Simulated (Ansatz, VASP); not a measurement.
**One calculation of Cs, two programs**

The input INCAR:

```
PREC = Accurate
ENCUT = 520
EDIFF = 1E-7
ISMEAR = 0
SIGMA = 0.15
LREAL = F
LASPH = T
NELM = 100
ALGO = Normal
ISIF = 2
LWAVE = F
LCHARG = T
GGA = PS
LELF = T
LVHAR = T
NBANDS = 10
```

File KPOINTS:

```
regular mesh
0
Gamma
  12 12 12
```

POSCAR

```
Cs
1.0
   -2.7500754600      2.7500754600      4.0972389800
    2.7500754600     -2.7500754600      4.0972389800
    2.7500754600      2.7500754600     -4.0972389800
Cs
1
Direct
    0.0000000000      0.0000000000      0.0000000000
```

Input for Ansatz:

```yaml
crystal:
  lattice:
    - [-2.75007546, 2.75007546, 4.09723898]
    - [2.75007546, -2.75007546, 4.09723898]
    - [2.75007546, 2.75007546, -4.09723898]
  atoms:
    - { symbol: Cs, position: [0.0, 0.0, 0.0] }
basis:
  ecutwfc: 420
kpoints:
  mp_grid: { grid: [12, 12, 12] }
hamiltonian:
  xc: pbesol
scf:
  occupations: { method: gaussian, width: 0.15 }
output:
  forces: true
  stress: true
  eigenvalues: true
```

Alike in both runs: task single point; functional PBEsol; k mesh 12 × 12 × 12; occupations gaussian, width 0.15 eV; no spin polarisation.

```csv
,VASP,Ansatz
version,VASP 6.6.1,Ansatz 0.2.0
potentials or method,"VASP PAW PBE potentials, release 64 (Cs_sv), cutoff 520 eV","scalar-relativistic, plane waves, PAW"
valence electrons in the cell,9,9
```

|  | VASP | Ansatz | Ansatz less VASP |
| --- | --- | --- | --- |
| gap on the k mesh at the Fermi level (eV) | none | none | - |
| pressure (GPa) | -0.2 | -0.2 | +0.01 |

VASP's potentials were made for PBE, not for PBEsol. A gap of «none» marks a metal or a gap that the smearing closes. The functional is the same, so the differences come from potentials, cutoffs and numerics.

Spin-orbit coupling is off throughout.
